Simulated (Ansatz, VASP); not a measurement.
Two plane-wave programs on Te2Mo

```
Te Mo
1.0
     3.47339    0.00000    0.00000
    -1.73670    3.00805    0.00000
     0.00000    0.00000   13.76316
Te Mo
4 2
Direct
  0.33333 0.66667 0.61952
  0.66667 0.33333 0.11952
  0.33333 0.66667 0.88048
  0.66667 0.33333 0.38048
  0.33333 0.66667 0.25000
  0.66667 0.33333 0.75000
```

Alike in both runs: functional LDA; k mesh 12 × 12 × 2; occupations gaussian, width 0.02 eV; no spin polarisation.

Ansatz relaxed the structure, and its values are those at the end. VASP's run is a single point on that final structure, the one shown.

|  | VASP | Ansatz |
| --- | --- | --- |
| version | VASP 6.6.1 | Ansatz 0.2.0 |
| potentials or method | VASP PAW LDA potentials, release 64 (Te, Mo_sv), cutoff 520 eV | scalar-relativistic, plane waves, PAW |
| valence electrons in the cell | 52 | 92 |

|  | VASP | Ansatz | Ansatz less VASP |
| --- | --- | --- | --- |
| gap on the k mesh at the Fermi level (eV) | 0.68 | 0.69 | +0.012 |
| least direct gap on the mesh (eV) | 1.10 | 1.10 | -0.001 |
| pressure (GPa) | 0.3 | 0.0 | -0.27 |
| rms of the force components (eV/Å) | 0.028 | 0.000 | -0.0275 |

LDA's correlation is that of Perdew and Zunger in VASP and of Perdew and Wang (1992) in Ansatz. VASP's potentials hold 52 valence electrons a cell and Ansatz's 92, so a difference there can come from the potentials and not from the codes.

Spin-orbit coupling is off throughout.
